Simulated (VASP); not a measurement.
Crystal: Si2Ge3.

```xyz
10
Lattice="4.5554 0.0000 0.0000 0.0000 4.5554 0.0000 0.0000 0.0000 8.6505" Properties=species:S:1:pos:R:3 pbc="T T T"
Si    3.2992    1.2562    0.0000
Si    1.2562    3.2992    0.0000
Si    1.0215    1.0215    4.3252
Si    3.5339    3.5339    4.3252
Ge    0.0000    0.0000    6.0846
Ge    2.2777    2.2777    1.7594
Ge    2.2777    2.2777    6.8910
Ge    0.0000    0.0000    2.5658
Ge    0.0000    0.0000    0.0000
Ge    2.2777    2.2777    4.3252
```

The cell was built from a structure type or drawn by symmetry, and may not be a known phase.

| Quantity | Value |
| --- | --- |
| Program | VASP 6.6.1 |
| Task | relaxation of cell and atoms |
| Functional | PBE |
| Potentials or basis | VASP PAW PBE potentials, release 64 (Si, Ge_d) |
| Cutoff | 600 eV |
| k mesh | 4 × 4 × 2 |
| Occupations | gaussian, width 0.1 eV |
| Spin | no spin polarisation |

At the start: pressure 48.0 GPa; volume 17.95 Å³/atom.

How do energy, volume and symmetry change on relaxing?

Over 14 steps the energy falls by 1343.8 meV/atom and the volume is 24.78 Å³/atom (+38.0 %); space group P4_2/mnm (No. 136, to 0.1 Å) before and after.

The path:
```tsv
step	energy change (eV)	largest force (eV/Å)	pressure (GPa)	volume (Å³)
1	0.0000	14.9909	48.04	179.51
2	-5.8393	10.1815	6.20	355.07
3	-11.5713	3.6671	7.09	244.71
4	-11.6718	3.5185	7.40	241.18
5	-11.8157	3.1259	11.15	221.85
6	-11.8399	3.1313	9.33	229.86
7	-12.5337	0.7748	-5.21	286.06
8	-13.3429	0.5776	-1.31	257.50
9	-13.3449	0.6221	-1.07	256.58
10	-13.3451	0.6493	-0.94	256.03
11	-13.4190	0.3308	-0.30	250.50
12	-13.4361	0.0647	0.27	246.33
13	-13.4361	0.0763	0.25	246.52
14	-13.4375	0.0158	-0.06	247.78
```

Final structure:
```
Si Ge
1.0
     5.10714    0.00000    0.00000
     0.00000    5.10714    0.00000
     0.00000    0.00000    9.49962
Si Ge
4 6
Direct
  0.67989 0.32011 0.00000
  0.32011 0.67989 0.00000
  0.17989 0.17989 0.50000
  0.82011 0.82011 0.50000
  0.00000 0.00000 0.71552
  0.50000 0.50000 0.21552
  0.50000 0.50000 0.78448
  0.00000 0.00000 0.28448
  0.00000 0.00000 0.00000
  0.50000 0.50000 0.50000
```

Caveat: the k points lie up to 0.33 Å⁻¹ apart in the final cell, too coarse for converged energies and pressures of a metal; the volume moved by over 15 % at a fixed basis, so the end points are rough.
